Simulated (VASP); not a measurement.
# Sc (I4/mmm) in VASP: settings compared, part 3 of 3

VASP 6.6.1.

### 5 Single point, LDA

This run uses another cell than the first one, of 26.93 Å³/atom.

INCAR

```
PREC = Accurate
ENCUT = 520
EDIFF = 1E-7
ISMEAR = 0
SIGMA = 0.1
LREAL = F
LASPH = T
NELM = 60
ALGO = Fast
ISIF = 2
LWAVE = F
LCHARG = F
GGA = CA
NBANDS = 18
```

KPOINTS

```
Automatic mesh
0
Gamma
  14 14 10
```

POSCAR

```
Sc
1.0
    3.3656296592      0.0000000000      0.0000000000
    0.0000000000      3.3656296592      0.0000000000
    0.0000000000      0.0000000000      4.7556229731
Sc
2
Direct
    0.0000000000      0.0000000000      0.0000000000
    0.5000000000      0.5000000000      0.5000000000
```

Potentials or basis: VASP PAW LDA potentials, release 64 (Sc_sv).

Command:

```sh
$ cat potpaw_LDA.64/Sc_sv/POTCAR > POTCAR
$ mpirun -np 1 vasp_std > vasp.out
```

OUTCAR:

```text
PREC = Accurate
   ENCUT = 520
   EDIFF = 1E-7
   ISMEAR = 0
   LREAL = F
   LASPH = T
   NELM = 60
   ISIF = 2
   GGA = CA

 ion  position               nearest neighbor table
   1  0.000  0.000  0.000-   2 3.36   2 3.36   2 3.36   2 3.36   2 3.36   2 3.36   2 3.36   2 3.36

   2  0.500  0.500  0.500-   1 3.36   1 3.36   1 3.36   1 3.36   1 3.36   1 3.36   1 3.36   1 3.36

  LATTYP: Found a simple tetragonal cell.
 ALAT       =     3.3656296592
 C/A-ratio  =     1.4129965132

  Lattice vectors:

 A1 = (   3.3656296592,   0.0000000000,   0.0000000000)
 A2 = (   0.0000000000,   3.3656296592,   0.0000000000)
 A3 = (   0.0000000000,   0.0000000000,   4.7556229731)

Analysis of symmetry for initial positions (statically):
=====================================================================
 Subroutine PRICEL returns following result:

  LATTYP: Found a body centered tetragonal cell.
 ALAT       =     3.3656296592
 C/A-ratio  =     1.4129965132

  Lattice vectors:

 A1 = (  -1.6828148296,  -1.6828148296,  -2.3778114866)
 A2 = (   1.6828148296,   1.6828148296,  -2.3778114865)
 A3 = (   1.6828148296,  -1.6828148296,   2.3778114866)

   2 primitive cells build up your supercell.

 Routine SETGRP: Setting up the symmetry group for a
 simple tetragonal supercell.

 Subroutine GETGRP returns: Found 16 space group operations
 (whereof 16 operations were pure point group operations)
 out of a pool of 16 trial point group operations.

The static configuration has the point symmetry D_4h.

Analysis of symmetry for dynamics (positions and initial velocities):
=====================================================================
 Subroutine PRICEL returns following result:

  LATTYP: Found a body centered tetragonal cell.
 ALAT       =     3.3656296592
 C/A-ratio  =     1.4129965132

  Lattice vectors:

 A1 = (  -1.6828148296,  -1.6828148296,  -2.3778114866)
 A2 = (   1.6828148296,   1.6828148296,  -2.3778114865)
 A3 = (   1.6828148296,  -1.6828148296,   2.3778114866)

   2 primitive cells build up your supercell.

 Routine SETGRP: Setting up the symmetry group for a
 simple tetragonal supercell.

 Subroutine GETGRP returns: Found 16 space group operations
 (whereof 16 operations were pure point group operations)
 out of a pool of 16 trial point group operations.

The dynamic configuration has the point symmetry D_4h.

 Subroutine INISYM returns: Found 16 space group operations
 (whereof 16 operations are pure point group operations),
 and found     2 'primitive' translations

----------------------------------------------------------------------------------------

                                     Primitive cell

  volume of cell :      26.9346

  direct lattice vectors                    reciprocal lattice vectors
    -1.682814830 -1.682814830 -2.377811487     0.000000000 -0.297121223 -0.210277393
     1.682814830  1.682814830 -2.377811487     0.297121223  0.000000000 -0.210277393
     1.682814830 -1.682814830  2.377811487     0.297121223 -0.297121223  0.000000000

  length of vectors
[... 28 lines left out ...]
     0.000000000  0.000000000  0.000000000

 Subroutine IBZKPT returns following result:
 ===========================================

 Found    216 irreducible k-points:

 Following reciprocal coordinates:
            Coordinates               Weight
  0.000000  0.000000  0.000000      1.000000
  0.071429  0.000000  0.000000      4.000000
  0.142857  0.000000  0.000000      4.000000
  0.214286  0.000000  0.000000      4.000000
  0.285714  0.000000  0.000000      4.000000
  0.357143  0.000000  0.000000      4.000000
[... 16 lines left out ...]
  0.285714  0.214286  0.000000      8.000000
  0.357143  0.214286  0.000000      8.000000
 [... further k-points ...]
   k-points           NKPTS =    216   k-points in BZ     NKDIM =    216   number of bands    NBANDS=     18
   number of dos      NEDOS =    301   number of ions     NIONS =      2
   total plane-waves  NPLWV =  28224
   dimension x,y,z NGX =    28 NGY =   28 NGZ =   36
   dimension x,y,z NGXF=    56 NGYF=   56 NGZF=   72
   ions per type =               2
   NGX,Y,Z   is equivalent  to a cutoff of  13.83, 13.83, 12.58 a.u.
   NGXF,Y,Z  is equivalent  to a cutoff of  27.66, 27.66, 25.17 a.u.
 SYSTEM =  unknown system
   PREC   = accura    normal or accurate (medium, high low for compatibility)
   ISTART =      0    job   : 0-new  1-cont  2-samecut
   ICHARG =      2    charge: 1-file 2-atom 10-const
   ISPIN  =      1    spin polarized calculation?
   LNONCOLLINEAR =      F non collinear calculations
   LSORBIT =      F    spin-orbit coupling
   LASPH  =      T    aspherical Exc in radial PAW
   ENCUT  =  520.0 eV  38.22 Ry    6.18 a.u.   6.26  6.26  8.84*2*pi/ulx,y,z
   NELM   =     60;   NELMIN=  2; NELMDL= -5     # of ELM steps
   EDIFF  = 0.1E-06   stopping-criterion for ELM
   LREAL  =      F    real-space projection
   EDIFFG = 0.1E-05   stopping-criterion for IOM
   NSW    =      0    number of steps for IOM
   IBRION =     -1    ionic relax: 0-MD 1-quasi-New 2-CG
   NFREE  =      0    steps in history (QN), initial steepest desc. (CG)
   ISIF   =      2    stress and relaxation
   ISYM   =      2    0-nonsym 1-usesym 2-fastsym
   POTIM  = 0.5000    time-step for ionic-motion
   TEBEG  =    0.0;   TEEND  =   0.0 temperature during run
   PSTRESS=    0.0 pullay stress
   NELECT =      22.0000    total number of electrons
   NUPDOWN=      -1.0000    fix difference up-down
   EMIN   =  10.00;   EMAX   =-10.00  energy-range for DOS
   EFERMI =   0.00;   METHOD = LEGACY
   ISMEAR =     0;   SIGMA  =   0.10  broadening in eV -4-tet -1-fermi 0-gaus
   EFERMI_NEDOS =   21; number of points for ismear=-14 and -15
   IALGO  =     68    algorithm
   IMIX   =      4    mixing-type and parameters
     AMIX     =   0.40;   BMIX     =  1.00
     AMIX_MAG =   1.60;   BMIX_MAG =  1.00
  volume/ion in A,a.u.               =      26.93       181.76
  Fermi-wavevector in a.u.,A,eV,Ry     =   1.214607  2.295274 20.072262  1.475270
  Thomas-Fermi vector in A             =   2.350021
   LORBIT       =      0    0 simple, 1 ext, 2 COOP (PROOUT), +10 PAW based schemes
   GGA     = CA    functional components
   LHFCALC =     F    Hartree Fock is set to
   AEXX    =    0.0000 exact exchange contribution
   IVDW    =     0    specifies the selected vdW correction
   LEPSILON=     F    determine dielectric tensor
   LRPA    =     F    only Hartree local field effects (RPA)
 non-spin polarized calculation
 RMM-DIIS sequential band-by-band and
 Gauss-broadening in eV      SIGMA  =   0.10
  energy-cutoff  :      520.00
  volume of cell :       53.87
 maximum number of plane-waves:      1480
 NGX is ok and might be reduce to    28
   NGX = 13   NGY = 13   NGZ = 17

 number of electron      22.0000005 magnetization

 Free energy of the ion-electron system (eV)
  ---------------------------------------------------
  ext. energy  EPLUGINS =         0.00000000
  ---------------------------------------------------
  free energy    TOTEN  =       -13.12289987 eV

  energy without entropy =      -13.10110830  energy(sigma->0) =      -13.11200409

 E-fermi :   3.0162     XC(G=0):  -9.7821

 val. band max:        3.0148690797   @ k =   0.2857   0.2143   0.1000
 cond. band min:       3.0245676470   @ k =   0.3571   0.0714   0.4000
 fundamental gap:      0.0096985672
 Fermi energy:         3.0161851823

 k-point     1 :       0.0000    0.0000    0.0000
  band No.  band energies     occupation
      1     -46.0444      2.00000
      2     -45.9877      2.00000
      3     -25.1209      2.00000
      4     -24.9483      2.00000
      5     -24.9483      2.00000
      6     -24.8395      2.00000
[... 481 lines left out ...]
      5     -25.0086      2.00000
      6     -24.9385      2.00000
[... 10 lines left out ...]
     17       5.4768      0.00000
     18       6.4392      0.00000

 [... further k-points ...]

------------------------ aborting loop because EDIFF is reached ----------------------------------------

  FORCE on cell =-STRESS in cart. coord.  units (eV):
  Direction    XX          YY          ZZ          XY          YZ          ZX
  --------------------------------------------------------------------------------------
  -------------------------------------------------------------------------------------
  Total       -2.6930041     -2.6930041     -2.6740257      0.0000000      0.0000000     -0.0000000
  in kB      -80.0953911    -80.0953911    -79.5309343      0.0000000      0.0000000     -0.0000000
  external PRESSURE =     -79.9072388 kB  Pullay stress =       0.0000000 kB

 VOLUME and BASIS-vectors are now :
 -----------------------------------------------------------------------------
  energy-cutoff  :      520.00
  volume of cell :       53.87
      direct lattice vectors                 reciprocal lattice vectors
     3.365629659  0.000000000  0.000000000     0.297121223  0.000000000  0.000000000
     0.000000000  3.365629659  0.000000000     0.000000000  0.297121223  0.000000000
     0.000000000  0.000000000  4.755622973     0.000000000  0.000000000  0.210277393

 POSITION                                       TOTAL-FORCE (eV/Angst)
 -----------------------------------------------------------------------------------
      0.00000      0.00000      0.00000        -0.000000     -0.000000      0.000000
      1.68281      1.68281      2.37781         0.000000      0.000000     -0.000000
 -----------------------------------------------------------------------------------
    total drift:                                0.000000      0.000000      0.000000

  FREE ENERGIE OF THE ION-ELECTRON SYSTEM (eV)
  ---------------------------------------------------
  free  energy   TOTEN  =       -13.1228998733 eV

  energy  without entropy=      -13.1011083010  energy(sigma->0) =      -13.11200409
```

OSZICAR:

```text
N       E                     dE             d eps       ncg     rms          rms(c)
DAV:   1     0.300621898614E+03    0.30062E+03   -0.99925E+03  7808   0.128E+03
DAV:   2     0.192451016704E+01   -0.29870E+03   -0.29281E+03  9776   0.541E+02
DAV:   3    -0.144053948354E+02   -0.16330E+02   -0.15659E+02 12922   0.145E+02
[... 11 lines left out ...]
RMM:  15    -0.131228962391E+02   -0.62776E-05   -0.77474E-05 11441   0.364E-02    0.750E-04
RMM:  16    -0.131228987687E+02   -0.25296E-05   -0.25746E-05 10946   0.195E-02    0.425E-04
RMM:  17    -0.131228995353E+02   -0.76657E-06   -0.77658E-06  9637   0.100E-02    0.258E-04
RMM:  18    -0.131228997872E+02   -0.25192E-06   -0.26271E-06  9330   0.676E-03    0.198E-04
RMM:  19    -0.131228998733E+02   -0.86090E-07   -0.87707E-07  8717   0.430E-03
   1 F= -.13122900E+02 E0= -.13112004E+02  d E =-.217916E-01
```

stdout:

```text
POSCAR found type information on POSCAR Sc
 POSCAR found :  1 types and       2 ions
 scaLAPACK will be used
 LDA part: xc-table for (Slater(with rela. corr.)+CA(PZ))
 , standard interpolation
 POSCAR, INCAR and KPOINTS ok, starting setup
 FFT: planning ... GRIDC
 FFT: planning ... GRID_SOFT
 FFT: planning ... GRID
 WAVECAR not read
 entering main loop
```

Run time: 6.1 min. Hardware: 1 thread of Oxide Virtual Turin-like, shared host; peak memory 0.24 GiB.

Results:

| Item | Value |
| --- | --- |
| Free energy | -13.1229 eV |
| Pressure | -8.0 GPa |
| Band gap on the k mesh | zero (bands 11 and 12 overlap by 0.87 eV) |

Caveat: the cell stands under tension.

### 6 Overview

| level | potentials or basis | cell | further INCAR settings | gap on the mesh (eV) | pressure (GPa) |
| --- | --- | --- | --- | --- | --- |
| PBE | VASP PAW PBE potentials, release 64 (Sc_sv) | a = 3.235, b = 3.235, c = 4.571 Å, 2 atoms | ALGO = Fast; EDIFF = 1e-06; NBANDS = 18 | none | 1.7 |
| PBE | VASP PAW PBE potentials, release 64 (Sc_sv) | a = 3.300, b = 3.300, c = 4.663 Å, 2 atoms | ALGO = Fast; EDIFF = 1e-06; NBANDS = 18 | none | -1.4 |
| PBE | VASP PAW PBE potentials, release 64 (Sc_sv) | a = 3.333, b = 3.333, c = 4.709 Å, 2 atoms | ALGO = Fast; EDIFF = 1e-06; NBANDS = 18 | none | -2.7 |
| LDA | VASP PAW LDA potentials, release 64 (Sc_sv) | a = 3.366, b = 3.366, c = 4.756 Å, 2 atoms | ALGO = Fast; EDIFF = 1e-07; NBANDS = 18 | none | -8.0 |

Alike in all rows: task single point; no spin polarisation; k mesh 14 × 14 × 10; cutoff (eV) 520; smearing gaussian 0.1 eV.

Caveats: the cell stands under tension (at least some runs).

Total energies depend on the potentials used, so only differences within one code and one set of settings carry meaning.
